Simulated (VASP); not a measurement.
The system is PbO2.

```xyz
3
Lattice="0.0000 2.7375 2.7375 2.7375 0.0000 2.7375 2.7375 2.7375 0.0000" Properties=species:S:1:pos:R:3 pbc="T T T"
Pb    0.0000    0.0000    0.0000
O     4.1063    4.1063    4.1063
O     1.3688    1.3688    1.3688
```

This cell differs from its parent crystal: volume scaled by 1.04.

Base run:

| Quantity | Value |
| --- | --- |
| Program | VASP 6.6.1 |
| Functional | PBE |
| Potentials or basis | VASP PAW PBE potentials, release 64 (Pb_d, O) |
| Cutoff | 520 eV |
| k mesh | 9 × 9 × 9 |
| Occupations | fermi-dirac, width 0.05 eV |
| Spin | no spin polarisation |

Its results: band gap on the k mesh zero (band 13 reaches 5.09 eV, above the bottom of band 14 at 4.01 eV); pressure -4.3 GPa.

The run is repeated on the same cell with these changes: functional from PBE to r2SCAN. What comes out?

Band gap on the k mesh zero (band 13 reaches 4.74 eV, above the bottom of band 14 at 3.64 eV); pressure -10.4 GPa.

Caveats: spin-orbit coupling is left out, which moves the levels of the heavy elements; the PAW data sets were made with another functional, which shifts forces and pressure a little (some runs).
